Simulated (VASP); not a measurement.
Set up this calculation in VASP 6.6.1, as the native input.

```
Task                   : single point
Functional             : PBE
Potentials or basis    : VASP PAW PBE potentials, release 64 (Be)
Cutoff                 : 520 eV
k mesh                 : 13 × 13 × 13
Occupations            : fermi-dirac, width 0.08 eV
Spin                   : no spin polarisation
Dipole correction      : no
Further INCAR settings : ALGO = Normal; EDIFF = 1e-07; NBANDS = 9
```

The structure of Be lies in POSCAR:

```
Be
1.0
    0.0000000000      2.4484606417      2.4484606417
    2.4484606417      0.0000000000      2.4484606417
    2.4484606417      2.4484606417      0.0000000000
Be
2
Direct
    0.0000000000      0.0000000000      0.0000000000
    0.2500000000      0.2500000000      0.2500000000
```

These files were run (other wordings do the same):

INCAR

```
ALGO     = Normal         # electronic algorithm
EDIFF    = 1E-7           # SCF threshold, eV
ENCUT    = 520            # plane-wave cutoff, eV
GGA      = PE             # functional
ISIF     = 2              # what is computed and relaxed
ISMEAR   = -1             # smearing method
LASPH    = T              # aspherical terms in the spheres
LCHARG   = F              # write CHGCAR
LREAL    = F              # projectors in reciprocal space
LWAVE    = F              # write WAVECAR
NBANDS   = 9              # bands
NELM     = 100            # most SCF steps
PREC     = Accurate       # precision mode
SIGMA    = 0.08           # smearing width, eV
```

KPOINTS

```
k-points
0
Gamma
  13 13 13
```

Potentials or basis: VASP PAW PBE potentials, release 64 (Be).

Launch:

```console
$ cat potpaw_PBE.64/Be/POTCAR > POTCAR
$ mpirun -np 1 vasp_std > vasp.out
```

Results of the run:

The pressure is 0.0 GPa and the band gap on the k mesh is zero (band 2 reaches 6.55 eV, above the bottom of band 3 at 0.45 eV).

Run time: 45 s on 1 thread of AMD EPYC 7R13, on a shared host, peak memory 0.13 GiB.
